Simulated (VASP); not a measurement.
Input of a VASP 6.6.1 run:

Contents of INCAR:

```
SYSTEM = Si
PREC = Accurate ; ENCUT = 520
EDIFF = 1E-6 ; ISMEAR = 0
SIGMA = 0.05 ; LREAL = Auto
LASPH = .TRUE. ; NELM = 60
ALGO = Normal ; ISIF = 2
LWAVE = .FALSE. ; LCHARG = .FALSE.
GGA = PE ; IBRION = 2
NSW = 80 ; EDIFFG = -0.03
```

KPOINTS

```
Automatic mesh
0
G
  2 2 2
  0 0 0
```

File POSCAR:

```
Si
1.0
    0.0000000000      5.4300000000      5.4300000000
    5.4300000000      0.0000000000      5.4300000000
    5.4300000000      5.4300000000      0.0000000000
Si
17
Direct
    0.0000000000      0.0000000000      0.0000000000
    0.1250000000      0.1250000000      0.1250000000
    0.0000000000      0.0000000000      0.5000000000
    0.1250000000      0.1250000000      0.6250000000
    0.0000000000      0.5000000000      0.0000000000
    0.1250000000      0.6250000000      0.1250000000
    0.0000000000      0.5000000000      0.5000000000
    0.1250000000      0.6250000000      0.6250000000
    0.5000000000      0.0000000000      0.0000000000
    0.6250000000      0.1250000000      0.1250000000
    0.5000000000      0.0000000000      0.5000000000
    0.6250000000      0.1250000000      0.6250000000
    0.5000000000      0.5000000000      0.0000000000
    0.6250000000      0.6250000000      0.1250000000
    0.5000000000      0.5000000000      0.5000000000
    0.6250000000      0.6250000000      0.6250000000
    1.2445918300      0.2529086900      0.2478398800
```

Potentials or basis: VASP PAW PBE potentials, release 64 (Si).

Command:

```bash
$ cat potpaw_PBE.64/Si/POTCAR > POTCAR
$ mpirun -np 1 vasp_std > vasp.out
```

(1) Predict the band gap on the k mesh.

(2) Predict the energy gained by relaxing.

Results:

(1) zero (bands 34 and 35 overlap by 0.25 eV).

(2) 7.5 meV/atom.

Caveat: the k points lie up to 0.50 Å⁻¹ apart.
